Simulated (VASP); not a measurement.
A run of VASP 6.6.1:

INCAR

```
ALGO = Normal
EDIFF = 1E-6
ENCUT = 750
GGA = PS
GGA_COMPAT = F
ISIF = 2
ISMEAR = 0
LASPH = T
LCHARG = F
LREAL = F
LWAVE = F
NBANDS = 12
NELM = 120
PREC = Accurate
SIGMA = 0.01
```

KPOINTS

```
k-points
0
Gamma
  8 8 8
```

Contents of POSCAR:

```
LiBr
1.0
    0.0000000000      2.6754474949      2.6754474949
    2.6754474949      0.0000000000      2.6754474949
    2.6754474949      2.6754474949      0.0000000000
Li Br
1 1
Direct
    0.0000000000      0.0000000000      0.0000000000
    0.5000000000      0.5000000000      0.5000000000
```

Potentials or basis: VASP PAW PBE potentials, release 64 (Li_sv, Br).

The run is started by

```console
$ cat potpaw_PBE.64/Li_sv/POTCAR potpaw_PBE.64/Br/POTCAR > POTCAR
$ mpirun -np 1 vasp_std > vasp.out
```

Hardware: 1 thread of Intel(R) Xeon(R) 6975P-C (Granite Rapids) (shared host).

Estimate the wall time of this run.

Run time: 9.3 s on 1 thread of Intel(R) Xeon(R) 6975P-C (Granite Rapids), on a shared host, peak memory 0.2 GiB. Counts: scf iterations 11, k points 29.
